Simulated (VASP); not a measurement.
# AlN (P6_3/mmc) in VASP: further runs

The runs below take AlN through single point, with PBEsol.

Everything below comes from runs of VASP 6.6.1. Logs are shortened: lines on timing, memory, paths and dates and some standing lists are left out, and cuts for length are marked.

### Step 1. The cell of the first run

It takes space group P6_3/mmc (No. 194, hexagonal). Conventional cell: a = 3.336 Å, b = 3.336 Å, c = 4.251 Å, α = 90.00°, β = 90.00°, γ = 120.00°. Al (site symmetry -6m2) has 5 N at 1.93 to 2.13 Å within 2.6 Å. N (site symmetry -6m2) has 5 Al at 1.93 to 2.13 Å within 2.6 Å.

### Step 2. Single point, PBEsol (volume 10.239 Å^3 an atom, c/a of the conventional cell 1.2743)

INCAR

```
ALGO = Normal
EDIFF = 1E-6
ENCUT = 520
GGA = PS
ISIF = 2
ISMEAR = 0
LASPH = True
LCHARG = False
LREAL = False
LWAVE = False
NBANDS = 16
NELM = 60
PREC = Accurate
SIGMA = 0.05
```

KPOINTS

```
k-points
0
Gamma
  9 9 6
```

POSCAR

```
AlN
1.0
    3.3355829084      0.0000000000      0.0000000000
   -1.6677914542      2.8886995351      0.0000000000
    0.0000000000      0.0000000000      4.2505333002
Al N
2 2
Direct
    0.3333333333      0.6666666667      0.7500000000
    0.6666666667      0.3333333333      0.2500000000
    0.3333333333      0.6666666667      0.2500000000
    0.6666666667      0.3333333333      0.7500000000
```

Potentials or basis: VASP PAW PBE potentials, release 64 (Al, N).

Run with:

```bash
$ cat potpaw_PBE.64/Al/POTCAR potpaw_PBE.64/N/POTCAR > POTCAR
$ mpirun -np 1 vasp_std > vasp.out
```

OUTCAR:

```text
EDIFF = 1E-6
   ENCUT = 520
   GGA = PS
   ISIF = 2
   ISMEAR = 0
   LASPH = True
   LREAL = False
   NELM = 60
   PREC = Accurate

 ion  position               nearest neighbor table
   1  0.333  0.667  0.750-   4 1.93   4 1.93   4 1.93   3 2.13   3 2.13   2 2.87   2 2.87   2 2.87
                             2 2.87   2 2.87   2 2.87
   2  0.667  0.333  0.250-   3 1.93   3 1.93   3 1.93   4 2.13   4 2.13   1 2.87   1 2.87   1 2.87
                             1 2.87   1 2.87   1 2.87
   3  0.333  0.667  0.250-   2 1.93   2 1.93   2 1.93   1 2.13   1 2.13
   4  0.667  0.333  0.750-   1 1.93   1 1.93   1 1.93   2 2.13   2 2.13

  LATTYP: Found a hexagonal cell.
 ALAT       =     3.3355829084
 C/A-ratio  =     1.2743000000

  Lattice vectors:

 A1 = (   3.3355829084,   0.0000000000,   0.0000000000)
 A2 = (  -1.6677914542,   2.8886995351,   0.0000000000)
 A3 = (   0.0000000000,   0.0000000000,   4.2505333002)

Analysis of symmetry for initial positions (statically):
=====================================================================
 Subroutine PRICEL returns:
 Original cell was already a primitive cell.

 Routine SETGRP: Setting up the symmetry group for a
 hexagonal supercell.

 Subroutine GETGRP returns: Found 24 space group operations
 (whereof 12 operations were pure point group operations)
 out of a pool of 24 trial point group operations.

The static configuration has the point symmetry D_3d.
 The point group associated with its full space group is D_6h.

Analysis of symmetry for dynamics (positions and initial velocities):
=====================================================================
 Subroutine PRICEL returns:
 Original cell was already a primitive cell.

 Routine SETGRP: Setting up the symmetry group for a
 hexagonal supercell.

 Subroutine GETGRP returns: Found 24 space group operations
 (whereof 12 operations were pure point group operations)
 out of a pool of 24 trial point group operations.

The dynamic configuration has the point symmetry D_3d.
 The point group associated with its full space group is D_6h.

 Subroutine INISYM returns: Found 24 space group operations
 (whereof 12 operations are pure point group operations),
 and found     1 'primitive' translations

----------------------------------------------------------------------------------------

                                     Primitive cell

  volume of cell :      40.9560

  direct lattice vectors                    reciprocal lattice vectors
     3.335582908  0.000000000  0.000000000     0.299797675  0.173088268  0.000000000
    -1.667791454  2.888699535  0.000000000     0.000000000  0.346176536  0.000000000
     0.000000000  0.000000000  4.250533300     0.000000000  0.000000000  0.235264596

  length of vectors
     3.335582908  3.335582908  4.250533300     0.346176536  0.346176536  0.235264596

  position of ions in fractional coordinates (direct lattice)
     0.333333333  0.666666667  0.750000000
     0.666666667  0.333333333  0.250000000
     0.333333333  0.666666667  0.250000000
     0.666666667  0.333333333  0.750000000

  ion indices of the primitive-cell ions
   primitive index   ion index
                 1           1
                 2           2
                 3           3
                 4           4

----------------------------------------------------------------------------------------

 KPOINTS: k-points

Automatic generation of k-mesh.
 Grid dimensions read from file:
 generate k-points for:    9    9    6

 Generating k-lattice:

  Cartesian coordinates                     Fractional coordinates (reciprocal lattice)
     0.033310853  0.019232030  0.000000000     0.111111111  0.000000000  0.000000000
     0.000000000  0.038464060  0.000000000     0.000000000  0.111111111  0.000000000
     0.000000000  0.000000000  0.039210766     0.000000000  0.000000000  0.166666667

  Length of vectors
     0.038464060  0.038464060  0.039210766

  Shift w.r.t. Gamma in fractional coordinates (k-lattice)
     0.000000000  0.000000000  0.000000000

 Subroutine IBZKPT returns following result:
 ===========================================

 Found     48 irreducible k-points:

 Following reciprocal coordinates:
            Coordinates               Weight
  0.000000  0.000000  0.000000      1.000000
  0.111111  0.000000  0.000000      6.000000
  0.222222  0.000000  0.000000      6.000000
  0.333333 -0.000000  0.000000      6.000000
  0.444444  0.000000  0.000000      6.000000
  0.111111  0.111111  0.000000      6.000000
[... 16 lines left out ...]
  0.333333  0.222222  0.166667     24.000000
  0.333333  0.333333  0.166667      4.000000
 [... further k-points ...]
   k-points           NKPTS =     48   k-points in BZ     NKDIM =     48   number of bands    NBANDS=     16
   number of dos      NEDOS =    301   number of ions     NIONS =      4
   total plane-waves  NPLWV =  25088
   dimension x,y,z NGX =    28 NGY =   28 NGZ =   32
   dimension x,y,z NGXF=    56 NGYF=   56 NGZF=   64
   ions per type =               2   2
   NGX,Y,Z   is equivalent  to a cutoff of  13.96, 13.96, 12.52 a.u.
   NGXF,Y,Z  is equivalent  to a cutoff of  27.91, 27.91, 25.03 a.u.
 SYSTEM =  unknown system
   PREC   = accura    normal or accurate (medium, high low for compatibility)
   ISTART =      0    job   : 0-new  1-cont  2-samecut
   ICHARG =      2    charge: 1-file 2-atom 10-const
   ISPIN  =      1    spin polarized calculation?
   LNONCOLLINEAR =      F non collinear calculations
   LSORBIT =      F    spin-orbit coupling
   LASPH  =      T    aspherical Exc in radial PAW
   ENCUT  =  520.0 eV  38.22 Ry    6.18 a.u.   6.20  6.20  7.90*2*pi/ulx,y,z
   NELM   =     60;   NELMIN=  2; NELMDL= -5     # of ELM steps
   EDIFF  = 0.1E-05   stopping-criterion for ELM
   LREAL  =      F    real-space projection
   EDIFFG = 0.1E-04   stopping-criterion for IOM
   NSW    =      0    number of steps for IOM
   IBRION =     -1    ionic relax: 0-MD 1-quasi-New 2-CG
   NFREE  =      0    steps in history (QN), initial steepest desc. (CG)
   ISIF   =      2    stress and relaxation
   ISYM   =      2    0-nonsym 1-usesym 2-fastsym
   POTIM  = 0.5000    time-step for ionic-motion
   TEBEG  =    0.0;   TEEND  =   0.0 temperature during run
   PSTRESS=    0.0 pullay stress
   NELECT =      16.0000    total number of electrons
   NUPDOWN=      -1.0000    fix difference up-down
   EMIN   =  10.00;   EMAX   =-10.00  energy-range for DOS
   EFERMI =   0.00;   METHOD = LEGACY
   ISMEAR =     0;   SIGMA  =   0.05  broadening in eV -4-tet -1-fermi 0-gaus
   EFERMI_NEDOS =   21; number of points for ismear=-14 and -15
   IALGO  =     38    algorithm
   IMIX   =      4    mixing-type and parameters
     AMIX     =   0.40;   BMIX     =  1.00
     AMIX_MAG =   1.60;   BMIX_MAG =  1.00
  volume/ion in A,a.u.               =      10.24        69.10
  Fermi-wavevector in a.u.,A,eV,Ry     =   1.196765  2.261558 19.486905  1.432247
  Thomas-Fermi vector in A             =   2.332697
   LORBIT       =      0    0 simple, 1 ext, 2 COOP (PROOUT), +10 PAW based schemes
   GGA     = PS    functional components
   LHFCALC =     F    Hartree Fock is set to
   AEXX    =    0.0000 exact exchange contribution
   IVDW    =     0    specifies the selected vdW correction
   LEPSILON=     F    determine dielectric tensor
   LRPA    =     F    only Hartree local field effects (RPA)
 non-spin polarized calculation
 Gauss-broadening in eV      SIGMA  =   0.05
  energy-cutoff  :      520.00
  volume of cell :       40.96
 maximum number of plane-waves:      1114
 NGX is ok and might be reduce to    28
   NGX = 13   NGY = 13   NGZ = 15

 number of electron      15.9999998 magnetization

 Free energy of the ion-electron system (eV)
  ---------------------------------------------------
  ext. energy  EPLUGINS =         0.00000000
  ---------------------------------------------------
  free energy    TOTEN  =       -30.89145572 eV

  energy without entropy =      -30.89145572  energy(sigma->0) =      -30.89145572

 E-fermi :   7.7954     XC(G=0): -11.2256

 val. band max:        7.5674464732   @ k =   0.0000   0.0000   0.0000
 cond. band min:      10.5171975190   @ k =   0.0000   0.0000   0.0000
 fundamental gap:      2.9497510458
 Fermi energy:         7.7954475147

 k-point     1 :       0.0000    0.0000    0.0000
  band No.  band energies     occupation
      1      -8.9992      2.00000
      2      -5.5100      2.00000
      3       0.7804      2.00000
      4       4.3610      2.00000
      5       4.3610      2.00000
      6       5.9605      2.00000
[... 8 lines left out ...]
     15      18.9223      0.00000
     16      19.3000      0.00000

 k-point     2 :       0.1111    0.0000    0.0000
  band No.  band energies     occupation
      1      -8.8614      2.00000
      2      -5.5023      2.00000
      3       0.9309      2.00000
      4       3.8504      2.00000
      5       4.1649      2.00000
      6       5.4492      2.00000
[... 8 lines left out ...]
     15      18.7189      0.00000
     16      18.7929      0.00000

 k-point     3 :       0.2222    0.0000    0.0000
  band No.  band energies     occupation
      1      -8.4666      2.00000
      2      -5.5233      2.00000
      3       1.3696      2.00000
      4       2.7559      2.00000
      5       3.7638      2.00000
      6       4.5284      2.00000
[... 8 lines left out ...]
     15      17.7612      0.00000
     16      19.5433      0.00000

 k-point     4 :       0.3333   -0.0000    0.0000
  band No.  band energies     occupation
      1      -7.8826      2.00000
      2      -5.6802      2.00000
      3       1.7517      2.00000
      4       2.0446      2.00000
      5       3.3993      2.00000
      6       3.7303      2.00000
[... 8 lines left out ...]
     15      18.6525      0.00000
     16      19.9213      0.00000

 k-point     5 :       0.4444    0.0000    0.0000
  band No.  band energies     occupation
      1      -7.3005      2.00000
      2      -5.9906      2.00000
      3       1.2042      2.00000
      4       2.7617      2.00000
      5       3.1933      2.00000
      6       3.2673      2.00000
[... 8 lines left out ...]
     15      20.1686      0.00000
     16      20.1974      0.00000

 k-point     6 :       0.1111    0.1111    0.0000
  band No.  band energies     occupation
      1      -8.5946      2.00000
      2      -5.5086      2.00000
      3       1.2259      2.00000
      4       3.2748      2.00000
      5       3.5151      2.00000
      6       5.0063      2.00000
[... 8 lines left out ...]
     15      18.3311      0.00000
     16      19.3758      0.00000
[... 267 lines left out ...]
 k-point    21 :       0.4444    0.1111    0.1667
  band No.  band energies     occupation
      1      -7.0064      2.00000
      2      -6.1240      2.00000
      3       0.7925      2.00000
      4       2.3031      2.00000
      5       2.7224      2.00000
      6       4.0214      2.00000
[... 8 lines left out ...]
     15      19.2313      0.00000
     16      20.4764      0.00000

 k-point    22 :       0.2222    0.2222    0.1667
  band No.  band energies     occupation
      1      -7.4401      2.00000
      2      -5.8944      2.00000
      3       1.3974      2.00000
      4       1.7506      2.00000
      5       3.3429      2.00000
      6       3.8332      2.00000
[... 8 lines left out ...]
     15      19.0564      0.00000
     16      20.3184      0.00000

 k-point    23 :       0.3333    0.2222    0.1667
  band No.  band energies     occupation
      1      -6.9092      2.00000
      2      -6.1447      2.00000
      3       1.1091      2.00000
      4       1.8575      2.00000
      5       2.5685      2.00000
      6       4.3494      2.00000
[... 8 lines left out ...]
     15      18.8271      0.00000
     16      20.4042      0.00000

 k-point    24 :       0.3333    0.3333    0.1667
  band No.  band energies     occupation
      1      -6.4745      2.00000
      2      -6.4745      2.00000
      3       1.1412      2.00000
      4       2.0451      2.00000
      5       2.0451      2.00000
      6       4.5201      2.00000
[... 8 lines left out ...]
     15      18.4695      0.00000
     16      20.1365      0.00000

 [... further k-points ...]
[... 5 lines left out ...]
  --------------------------------------------------------------------------------------
  -------------------------------------------------------------------------------------
  Total       -2.1862594     -2.1862594     -2.4011118      0.0000000      0.0000000     -0.0000000
  in kB      -85.5253243    -85.5253243    -93.9302410      0.0000000      0.0000000     -0.0000000
  external PRESSURE =     -88.3269632 kB  Pullay stress =       0.0000000 kB

 VOLUME and BASIS-vectors are now :
 -----------------------------------------------------------------------------
  energy-cutoff  :      520.00
  volume of cell :       40.96
      direct lattice vectors                 reciprocal lattice vectors
     3.335582908  0.000000000  0.000000000     0.299797675  0.173088268  0.000000000
    -1.667791454  2.888699535  0.000000000     0.000000000  0.346176536  0.000000000
     0.000000000  0.000000000  4.250533300     0.000000000  0.000000000  0.235264596

 POSITION                                       TOTAL-FORCE (eV/Angst)
 -----------------------------------------------------------------------------------
     -0.00000      1.92580      3.18790         0.000000     -0.000000      0.000000
      1.66779      0.96290      1.06263        -0.000000     -0.000000      0.000000
     -0.00000      1.92580      1.06263        -0.000000     -0.000000      0.000000
      1.66779      0.96290      3.18790         0.000000      0.000000      0.000000
 -----------------------------------------------------------------------------------
    total drift:                               -0.000000     -0.000000     -0.000000

  FREE ENERGIE OF THE ION-ELECTRON SYSTEM (eV)
  ---------------------------------------------------
  free  energy   TOTEN  =       -30.8914557152 eV

  energy  without entropy=      -30.8914557152  energy(sigma->0) =      -30.89145572
```

It took 62 s on 1 thread of AMD EPYC 7R13, shared host; peak memory 0.14 GiB.

Results:

```yaml
Free_energy: -30.8915 eV
Pressure: -8.8 GPa
Band_gap_on_the_k_mesh: 2.95 eV, direct
```

Stress tensor (GPa, compression positive):
```
-8.55  0.00  0.00
 0.00 -8.55  0.00
 0.00  0.00 -9.39
```

Caveat: the PAW data sets were made with another functional, which shifts forces and pressure a little.

### Step 3. Single point, PBEsol (volume 10.239 Å^3 an atom, c/a of the conventional cell 1.2949)

INCAR: that of step 2 with these lines changed.

```diff
@@ -11,3 +11,3 @@
 NBANDS = 16
-NELM = 60
+NELM = 80
 PREC = Accurate
```

KPOINTS is that of step 2.

POSCAR

```
AlN
1.0
    3.3178001613      0.0000000000      0.0000000000
   -1.6589000807      2.8732992243      0.0000000000
    0.0000000000      0.0000000000      4.2962194288
Al N
2 2
Direct
    0.3333333333      0.6666666667      0.7500000000
    0.6666666667      0.3333333333      0.2500000000
    0.3333333333      0.6666666667      0.2500000000
    0.6666666667      0.3333333333      0.7500000000
```

Potentials or basis: VASP PAW PBE potentials, release 64 (Al, N).

Run with:

```bash
$ cat potpaw_PBE.64/Al/POTCAR potpaw_PBE.64/N/POTCAR > POTCAR
$ mpirun -np 1 vasp_std > vasp.out
```

It took 63 s on 1 thread of AMD EPYC 7R13, shared host; peak memory 0.14 GiB.

The run converged. Its results:

* Free energy: -30.8860 eV
* Pressure: -8.2 GPa
* Band gap on the k mesh: 2.91 eV, direct

Stress tensor (GPa, compression positive):
```
 -7.20   0.00   0.00
  0.00  -7.20   0.00
  0.00   0.00 -10.34
```

Levels at points of the mesh, in eV from the valence-band top:
```
           k point  band 6  band 7  band 8  band 9  band 10  band 11
(0.00, 0.00, 0.00)   -1.70   -1.70    0.00    2.91     4.13     8.04
(0.00, 0.00, 0.50)   -2.49   -2.49   -2.49    5.32     5.32     8.27
```

Caveat: the PAW data sets were made with another functional, which shifts forces and pressure a little.
